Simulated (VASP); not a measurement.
## InSb2: single point with PBE

InSb2:

```
In Sb
1.0
     0.00000    3.61447    3.61447
     3.61447    0.00000    3.61447
     3.61447    3.61447    0.00000
In Sb
1 2
Direct
  0.00000 0.00000 0.00000
  0.25000 0.25000 0.25000
  0.75000 0.75000 0.75000
```

```yaml
Program: VASP 6.6.1
Task: single point
Functional: PBE
Potentials_or_basis: VASP PAW PBE potentials, release 64 (In_d, Sb)
Cutoff: 520 eV
k_mesh: 12 × 12 × 12
Occupations: gaussian, width 0.1 eV
Spin: no spin polarisation
Dipole_correction: no
Further_INCAR_settings: ALGO = Normal; EDIFF = 1e-06; NBANDS = 18
```

```json
{
  "Pressure": "0.0 GPa"
}
```

Levels at points of the mesh, in eV from the Fermi level:
| k point | band 7 | band 8 | band 9 | band 10 | band 11 | band 12 | band 13 | band 14 | band 15 | band 16 |
| --- | --- | --- | --- | --- | --- | --- | --- | --- | --- | --- |
| (0.00, 0.00, 0.00) | -7.18 | -1.90 | -1.90 | -1.90 | -1.44 | -0.33 | -0.33 | -0.33 | 2.35 | 2.35 |
| (0.50, 0.00, 0.00) | -9.46 | -4.39 | -2.27 | -2.27 | -1.49 | -1.10 | -1.10 | 2.76 | 4.53 | 4.53 |
| (0.50, 0.50, 0.00) | -8.21 | -6.63 | -3.89 | -3.89 | -0.68 | 2.04 | 2.04 | 2.86 | 4.16 | 5.76 |

Wall time 84 s on 1 thread of Intel(R) Xeon(R) Platinum 8488C (Sapphire Rapids), with other jobs on the host, peak memory 0.31 GiB.

Caveat: spin-orbit coupling is left out, which moves the levels of the heavy elements.
